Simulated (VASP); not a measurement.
# TaAg2Br6 (Fm-3m) in VASP: notebook, part 2 of 2

VASP 6.6.1. Earlier steps stand in the parts before.

## (4) Single point, PBE, collinear spin

This run uses another cell than the first one, of 28.17 Å³/atom.

File INCAR:

```
PREC     = Accurate       # precision mode
ENCUT    = 520            # plane-wave cutoff, eV
EDIFF    = 1E-6           # SCF threshold, eV
ISMEAR   = 0              # smearing method
SIGMA    = 0.1            # smearing width, eV
LREAL    = F              # projectors in reciprocal space
LASPH    = T              # aspherical terms in the spheres
NELM     = 150            # most SCF steps
ALGO     = Normal         # electronic algorithm
ISIF     = 2              # what is computed and relaxed
LWAVE    = F              # write WAVECAR
LCHARG   = F              # write CHGCAR
ISPIN    = 2              # spin polarisation
MAGMOM   = 1 1 1 0 0 0 0 0 0 # initial moments
LORBIT   = 11             # projections on sites
LMAXMIX  = 4              # l up to which the mixer works
GGA      = PE             # functional
NBANDS   = 52             # bands
```

File KPOINTS:

```
Automatic mesh
0
Gamma
  4 4 4
```

File POSCAR:

```
TaAg2Br6
1.0
    0.0000000000      5.0232072700      5.0232072700
    5.0232072700      0.0000000000      5.0232072700
    5.0232072700      5.0232072700      0.0000000000
Ta Ag Br
1 2 6
Direct
    0.0000000000      0.0000000000      0.0000000000
    0.2500000000      0.2500000000      0.2500000000
    0.7500000000      0.7500000000      0.7500000000
    0.7588820600      0.2411179400      0.2411179400
    0.2411179400      0.7588820600      0.2411179400
    0.2411179400      0.2411179400      0.7588820600
    0.2411179400      0.7588820600      0.7588820600
    0.7588820600      0.2411179400      0.7588820600
    0.7588820600      0.7588820600      0.2411179400
```

Potentials or basis: VASP PAW PBE potentials, release 64 (Ta_pv, Ag, Br).

Started as:

```sh
> cat potpaw_PBE.64/Ta_pv/POTCAR potpaw_PBE.64/Ag/POTCAR potpaw_PBE.64/Br/POTCAR > POTCAR
> mpirun -np 1 vasp_std > vasp.out
```

OUTCAR:

```text
PREC = Accurate
   ENCUT = 520
   EDIFF = 1E-6
   ISMEAR = 0
   LREAL = F
   LASPH = T
   NELM = 150
   ISIF = 2
   ISPIN = 2
   LORBIT = 11
   GGA = PE

 ion  position               nearest neighbor table
   1  0.000  0.000  0.000-   4 2.42   5 2.42   6 2.42   7 2.42   8 2.42   9 2.42
   2  0.250  0.250  0.250-
   3  0.750  0.750  0.750-
   4  0.759  0.241  0.241-   1 2.42
   5  0.241  0.759  0.241-   1 2.42
   6  0.241  0.241  0.759-   1 2.42
   7  0.241  0.759  0.759-   1 2.42
   8  0.759  0.241  0.759-   1 2.42
   9  0.759  0.759  0.241-   1 2.42

  LATTYP: Found a face centered cubic cell.
 ALAT       =    10.0464145400

  Lattice vectors:

 A1 = (   0.0000000000,   5.0232072700,   5.0232072700)
 A2 = (   5.0232072700,   0.0000000000,   5.0232072700)
 A3 = (   5.0232072700,   5.0232072700,   0.0000000000)

Analysis of symmetry for initial positions (statically):
=====================================================================
 Subroutine PRICEL returns:
 Original cell was already a primitive cell.

 Routine SETGRP: Setting up the symmetry group for a
 face centered cubic supercell.

 Subroutine GETGRP returns: Found 48 space group operations
 (whereof 48 operations were pure point group operations)
 out of a pool of 48 trial point group operations.

The static configuration has the point symmetry O_h .

Analysis of symmetry for dynamics (positions and initial velocities):
=====================================================================
 Subroutine PRICEL returns:
 Original cell was already a primitive cell.

 Routine SETGRP: Setting up the symmetry group for a
 face centered cubic supercell.

 Subroutine GETGRP returns: Found 48 space group operations
 (whereof 48 operations were pure point group operations)
[... 587 lines left out ...]
     49       8.1725      0.00000
 Fermi energy:         3.0279519393

 spin component 2

 k-point     1 :       0.0000    0.0000    0.0000
  band No.  band energies     occupation
      1     -33.1813      1.00000
      2     -33.1813      1.00000
      3     -33.1813      1.00000
      4     -13.4542      1.00000
      5     -12.4775      1.00000
      6     -12.4775      1.00000
[... 405 lines left out ...]
     48       7.8990      0.00000
     49       8.1727      0.00000
 [bands above 49 left out]

------------------------ aborting loop because EDIFF is reached ----------------------------------------

  FORCE on cell =-STRESS in cart. coord.  units (eV):
  Direction    XX          YY          ZZ          XY          YZ          ZX
  --------------------------------------------------------------------------------------
  -------------------------------------------------------------------------------------
  Total        9.5396391      9.5396391      9.5396391      0.0000000      0.0000000      0.0000000
  in kB       60.2933251     60.2933251     60.2933251      0.0000000      0.0000000      0.0000000
  external PRESSURE =      60.2933251 kB  Pullay stress =       0.0000000 kB

 VOLUME and BASIS-vectors are now :
 -----------------------------------------------------------------------------
  energy-cutoff  :      520.00
  volume of cell :      253.50
      direct lattice vectors                 reciprocal lattice vectors
     0.000000000  5.023207270  5.023207270    -0.099537999  0.099537999  0.099537999
     5.023207270  0.000000000  5.023207270     0.099537999 -0.099537999  0.099537999
     5.023207270  5.023207270  0.000000000     0.099537999  0.099537999 -0.099537999

 POSITION                                       TOTAL-FORCE (eV/Angst)
 -----------------------------------------------------------------------------------
      0.00000      0.00000      0.00000        -0.000000     -0.000000      0.000000
      2.51160      2.51160      2.51160        -0.000000      0.000000      0.000000
      7.53481      7.53481      7.53481        -0.000000     -0.000000      0.000000
      2.42237      5.02321      5.02321         1.837258      0.000000      0.000000
      5.02321      2.42237      5.02321        -0.000000      1.837258      0.000000
      5.02321      5.02321      2.42237        -0.000000      0.000000      1.837258
      7.62404      5.02321      5.02321        -1.837258      0.000000      0.000000
      5.02321      7.62404      5.02321        -0.000000     -1.837258      0.000000
      5.02321      5.02321      7.62404        -0.000000      0.000000     -1.837258
 -----------------------------------------------------------------------------------
    total drift:                                0.000000      0.000000      0.000000

  FREE ENERGIE OF THE ION-ELECTRON SYSTEM (eV)
  ---------------------------------------------------
  free  energy   TOTEN  =       -30.0480104031 eV

  energy  without entropy=      -30.0244235983  energy(sigma->0) =      -30.03621700

 total charge

# of ion       s       p       d       tot
------------------------------------------
    1        0.342   6.273   2.259   8.874
    2        0.195   0.038   9.369   9.602
    3        0.195   0.038   9.369   9.602
    4        1.622   3.264   0.028   4.915
    5        1.622   3.264   0.028   4.915
    6        1.622   3.264   0.028   4.915
    7        1.622   3.264   0.028   4.915
    8        1.622   3.264   0.028   4.915
    9        1.622   3.264   0.028   4.915
--------------------------------------------------
tot         10.468  25.929  21.168  57.565

 magnetization (x)

# of ion       s       p       d       tot
------------------------------------------
    1        0.000   0.000   0.001   0.001
    2        0.000   0.000  -0.000   0.000
    3        0.000   0.000  -0.000   0.000
    4       -0.000  -0.000   0.000  -0.000
    5       -0.000  -0.000   0.000  -0.000
    6       -0.000  -0.000   0.000  -0.000
    7       -0.000  -0.000   0.000  -0.000
    8       -0.000  -0.000   0.000  -0.000
    9       -0.000  -0.000   0.000  -0.000
--------------------------------------------------
tot          0.000  -0.000   0.001   0.001
```

OSZICAR:

```text
N       E                     dE             d eps       ncg     rms          rms(c)
DAV:   1     0.527659640265E+03    0.52766E+03   -0.34083E+04  1760   0.127E+03
DAV:   2     0.901962772083E+01   -0.51864E+03   -0.49583E+03  2004   0.276E+02
DAV:   3    -0.311467348597E+02   -0.40166E+02   -0.39735E+02  1936   0.740E+01
DAV:   4    -0.317574975300E+02   -0.61076E+00   -0.60907E+00  1996   0.103E+01
DAV:   5    -0.317646749306E+02   -0.71774E-02   -0.71742E-02  1940   0.112E+00    0.230E+01
DAV:   6    -0.303098872102E+02    0.14548E+01   -0.43368E+00  1804   0.112E+01    0.112E+01
DAV:   7    -0.301241156538E+02    0.18577E+00   -0.14083E+00  1740   0.634E+00    0.633E+00
DAV:   8    -0.300482988589E+02    0.75817E-01   -0.37234E-01  1860   0.302E+00    0.170E+00
DAV:   9    -0.300490315919E+02   -0.73273E-03   -0.30687E-02  1896   0.813E-01    0.557E-01
DAV:  10    -0.300477652526E+02    0.12663E-02   -0.80694E-03  1832   0.370E-01    0.245E-01
DAV:  11    -0.300479462013E+02   -0.18095E-03   -0.11768E-03  1884   0.139E-01    0.118E-01
DAV:  12    -0.300479739276E+02   -0.27726E-04   -0.42953E-05  1912   0.297E-02    0.464E-02
DAV:  13    -0.300480002450E+02   -0.26317E-04   -0.21121E-05  1780   0.217E-02    0.209E-02
DAV:  14    -0.300480099625E+02   -0.97175E-05   -0.10588E-05  1840   0.153E-02    0.394E-03
DAV:  15    -0.300480104031E+02   -0.44060E-06   -0.52862E-07  1264   0.338E-03
   1 F= -.30048010E+02 E0= -.30036217E+02  d E =-.235868E-01  mag=     0.0011
```

It took 3.2 min on 1 thread of Intel Xeon 6975P-C (Granite Rapids), shared host; peak memory 0.57 GiB.

What came out:

```
Free energy                                           : -30.0480 eV
Pressure                                              : 6.0 GPa
Largest force                                         : 1.837 eV/Å
Net moment                                            : 0.00 μB per cell
Valence electrons inside the program's atomic spheres : Ta 8.87; Ag 9.60; Br 4.92
```

Forces in eV/Å, atoms in the order of the input:
```
Ta   0.000  0.000  0.000
Ag   0.000  0.000  0.000
Ag   0.000  0.000  0.000
Br   1.837  0.000  0.000
Br   0.000  1.837  0.000
Br   0.000  0.000  1.837
Br  -1.837  0.000  0.000
Br   0.000 -1.837  0.000
Br   0.000  0.000 -1.837
```

Caveat: the cell stands under pressure; spin-orbit coupling is left out, which moves the levels of the heavy elements; forces of over 1 eV/Å act on the atoms, so gaps and moduli don't describe the material at rest.

## (5) Summary

| task | spin | cell | k mesh | cutoff (eV) | gap on the mesh (eV) | pressure (GPa) | largest force (eV/Å) |
| --- | --- | --- | --- | --- | --- | --- | --- |
| single point | off | a = 7.286 Å, angles 60.0°, 9 atoms, atomic positions A | 6 × 6 × 6 | 520 | none | 0.0 | 0.01 |
| relaxation of cell and atoms | off | relaxed from a = 7.104 Å, angles 60.0°, 9 atoms, atomic positions B | 4 × 4 × 4 | 600 | none | -0.1 | 0.02 |
| single point | collinear | a = 7.104 Å, angles 60.0°, 9 atoms, atomic positions B | 4 × 4 × 4 | 520 | none | 6.0 | 1.84 |

Alike in all rows: level PBE; potentials or basis VASP PAW PBE potentials, release 64 (Ta_pv, Ag, Br); smearing gaussian 0.1 eV.

Caveats: spin-orbit coupling is left out, which moves the levels of the heavy elements; an odd number of electrons without spin polarisation forces a metal (at least some runs); a magnetic or distorted state may lie lower (at least some runs); the cell stands under pressure (at least some runs); forces of over 1 eV/Å act on the atoms, so gaps and moduli don't describe the material at rest (at least some runs).

Total energies depend on the potentials used, so only differences within one code and one set of settings carry meaning.
